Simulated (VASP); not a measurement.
Here is a VASP 6.6.1 calculation.

The input INCAR:

```
SYSTEM = BN
PREC = Accurate ; ENCUT = 600
EDIFF = 1E-6 ; ISMEAR = 0
SIGMA = 0.1 ; LREAL = .FALSE.
LASPH = .TRUE. ; NELM = 100
ALGO = Normal ; ISIF = 3
LWAVE = .FALSE. ; LCHARG = .FALSE.
GGA = PE ; IBRION = 2
NSW = 90 ; EDIFFG = -0.04
```

File KPOINTS:

```
regular mesh
0
G
  8 8 4
  0 0 0
```

File POSCAR:

```
BN
1.0
    2.1737896000      0.0000000000      0.0000000000
    0.0000000000      2.4537055800      0.0000000000
    0.0000000000      0.0000000000      5.6693233000
B N
3 3
Direct
    0.5000000000      0.5000000000      0.1780484600
    0.5000000000      0.5000000000      0.8219515400
    0.0000000000      0.0000000000      0.5000000000
    0.5000000000      0.0000000000      0.3219515400
    0.0000000000      0.5000000000      0.0000000000
    0.5000000000      0.0000000000      0.6780484600
```

Potentials or basis: VASP PAW PBE potentials, release 64 (B, N).

Command:

```console
$ cat potpaw_PBE.64/B/POTCAR potpaw_PBE.64/N/POTCAR > POTCAR
$ mpirun -np 1 vasp_std > vasp.out
```

Task: Predict the band gap on the k mesh.

Result: Zero (band 12 reaches 8.29 eV, above the bottom of band 13 at 6.00 eV).

Task: Estimate the space group after relaxing (to 0.05 Å).

Result: Pmmm (No. 47).

Task: Estimate the relaxed volume.

Result: 6.30 Å³/atom.

The path:
| step | energy change (eV) | largest force (eV/Å) | pressure (GPa) | volume (Å³) |
| --- | --- | --- | --- | --- |
| 1 | 0.0000 | 2.8947 | 118.96 | 30.24 |
| 2 | 0.1018 | 1.9294 | -53.62 | 49.45 |
| 3 | -2.8775 | 1.4510 | -3.40 | 38.14 |
| 4 | -2.8872 | 1.4016 | -0.04 | 37.75 |
| 5 | -2.8883 | 1.3790 | 1.41 | 37.59 |
| 6 | -2.8732 | 1.7236 | -3.33 | 38.23 |
| 7 | -2.9615 | 0.3047 | -1.31 | 37.90 |
| 8 | -2.9615 | 0.3190 | -1.36 | 37.91 |
| 9 | -2.9664 | 0.1033 | 1.03 | 37.70 |
| 10 | -2.9673 | 0.0511 | 0.35 | 37.76 |
| 11 | -2.9674 | 0.0448 | -0.09 | 37.81 |
| 12 | -2.9675 | 0.0157 | 0.07 | 37.80 |

Caveat: the k points lie up to 0.32 Å⁻¹ apart in the final cell; the volume moved by over 15 % at a fixed basis, so the end points are rough.
